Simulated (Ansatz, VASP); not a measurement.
## Two plane-wave programs on MgO

```
Mg O
1.0
     0.00000    2.10537    2.10537
     2.10537    0.00000    2.10537
     2.10537    2.10537    0.00000
Mg O
1 1
Direct
  0.00000 0.00000 0.00000
  0.50000 0.50000 0.50000
```

Alike in both runs: task single point; functional PBE; k mesh 8 × 8 × 8; no spin polarisation.

```csv
,VASP,Ansatz
version,VASP 6.6.1,Ansatz 0.2.0
potentials or method,"VASP PAW PBE potentials, release 64 (Mg, O)","plane waves, PAW"
plane-wave cutoff (eV),600,420
occupations,"gaussian, width 0.01 eV",fixed
valence electrons in the cell,8,16
```

Ansatz gave:

* gap on the k mesh at the Fermi level (eV): 4.75
* pressure (GPa): 4.8

**Question.** What did VASP give for the same quantities?

**Answer.** gap on the k mesh at the Fermi level (eV): 4.74; pressure (GPa): 3.9.

VASP's potentials hold 8 valence electrons a cell and Ansatz's 16, so a difference there can come from the potentials and not from the codes.
